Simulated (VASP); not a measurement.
YAl2N3:

```
Y Al N
1.0
     3.43322    0.00000    0.00000
    -1.71661    2.97326    0.00000
     0.00000    0.00000    8.40964
Y Al N
1 2 3
Direct
  0.33333 0.66667 0.66667
  0.00000 0.00000 0.00000
  0.66667 0.33333 0.33333
  0.33333 0.66667 0.91667
  0.66667 0.33333 0.58333
  0.00000 0.00000 0.25000
```

* Program: VASP 6.6.1
* Task: relaxation of cell and atoms
* Functional: PBE
* Potentials or basis: VASP PAW PBE potentials, release 64 (Y_sv, Al, N)
* Cutoff: 600 eV
* k mesh: 6 × 6 × 2
* Occupations: gaussian, width 0.1 eV
* Spin: no spin polarisation

At the start: pressure -5.7 GPa; volume 14.31 Å³/atom.

Problem. How do energy, volume and symmetry change on relaxing?

Solution. Over 10 steps the energy falls by 229.6 meV/atom and the volume is 13.00 Å³/atom (-9.2 %); space group P3m1 (No. 156, to 0.05 Å).

The path:
| step | energy change (eV) | largest force (eV/Å) | pressure (GPa) | volume (Å³) |
| --- | --- | --- | --- | --- |
| 1 | 0.0000 | 3.8356 | -5.70 | 85.84 |
| 2 | -1.0249 | 1.6942 | -0.05 | 79.67 |
| 3 | -1.0630 | 2.4410 | 2.45 | 78.21 |
| 4 | -1.3456 | 0.8193 | -0.21 | 78.17 |
| 5 | -1.3507 | 0.6335 | 0.01 | 78.18 |
| 6 | -1.3608 | 0.6924 | 0.18 | 78.18 |
| 7 | -1.3719 | 0.2311 | 0.04 | 78.18 |
| 8 | -1.3773 | 0.0742 | -0.21 | 78.21 |
| 9 | -1.3776 | 0.0507 | -0.27 | 78.22 |
| 10 | -1.3779 | 0.0243 | 0.19 | 77.98 |

Final structure:
```
Y Al N
1.0
     3.29088    0.00000    0.00000
    -1.64544    2.84998    0.00000
     0.00000    0.00000    8.31408
Y Al N
1 2 3
Direct
  0.33333 0.66667 0.66704
  0.00000 0.00000 0.01981
  0.66667 0.33333 0.31905
  0.33333 0.66667 0.94790
  0.66667 0.33333 0.54672
  0.00000 0.00000 0.24949
```
